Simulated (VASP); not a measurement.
Al2Pt: single point with PBE

The system is Al2Pt.

```
CELL_PARAMETERS angstrom
0.00000 3.03152 3.03152
3.03152 0.00000 3.03152
3.03152 3.03152 0.00000
ATOMIC_POSITIONS crystal
Al 0.25000 0.25000 0.25000
Al 0.75000 0.75000 0.75000
Pt 0.00000 0.00000 0.00000
```

This cell differs from its parent crystal: volume scaled by 1.06.

* Program: VASP 6.6.1
* Task: single point
* Functional: PBE
* Potentials or basis: VASP PAW PBE potentials, release 64 (Al, Pt)
* Cutoff: 520 eV
* k mesh: 12 × 12 × 12
* Occupations: gaussian, width 0.1 eV
* Spin: no spin polarisation
* Dipole correction: no
* Further INCAR settings: ALGO = Fast; EDIFF = 1e-06; NBANDS = 15

```
Pressure               : -6.8 GPa
Band gap on the k mesh : zero (band 8 reaches 10.79 eV, above the bottom of band 9 at 5.57 eV)
```

Levels at points of the mesh, in eV from the Fermi level:
```csv
k point,band 6,band 7,band 8,band 9,band 10,band 11
"(0.00, 0.00, 0.00)",-3.42,2.36,3.73,3.73,3.73,4.96
"(0.50, 0.00, 0.00)",-3.23,-3.23,0.99,0.99,3.58,4.65
"(0.50, 0.50, 0.00)",-3.21,-2.99,-1.49,-1.49,2.60,3.24
```

It took 68 s on 1 thread of AMD EPYC 7R43 64-Core Processor (Zen 3), with other jobs on the host, peak memory 0.18 GiB.

Caveat: spin-orbit coupling is left out, which moves the levels of the heavy elements.
